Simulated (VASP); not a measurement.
The system is RbBr.

```
CELL_PARAMETERS angstrom
0.03461 3.49543 3.49543
3.49543 0.03461 3.49543
3.49543 3.49543 0.03461
ATOMIC_POSITIONS crystal
Rb 0.00000 0.00000 0.00000
Br 0.50000 0.50000 0.50000
```

This cell differs from its parent crystal: strain along [111] +1.5%.

Base run:

| Item | Value |
| --- | --- |
| Program | VASP 6.6.1 |
| Functional | PBE |
| Potentials or basis | VASP PAW PBE potentials, release 64 (Rb_sv, Br) |
| Cutoff | 520 eV |
| k mesh | 6 × 6 × 6 |
| Occupations | fermi-dirac, width 0.02 eV |
| Spin | no spin polarisation |

Its results: band gap on the k mesh 4.24 eV, direct; pressure 0.4 GPa.

Question: The run is repeated on the same cell with these changes: functional from PBE to r2SCAN; occupations from fermi-dirac, width 0.02 eV to gaussian, width 0.01 eV. What comes out?

Answer: Band gap on the k mesh 4.85 eV, direct; pressure -0.2 GPa.

Caveats: the PAW data sets were made with another functional, which shifts forces and pressure a little (some runs).

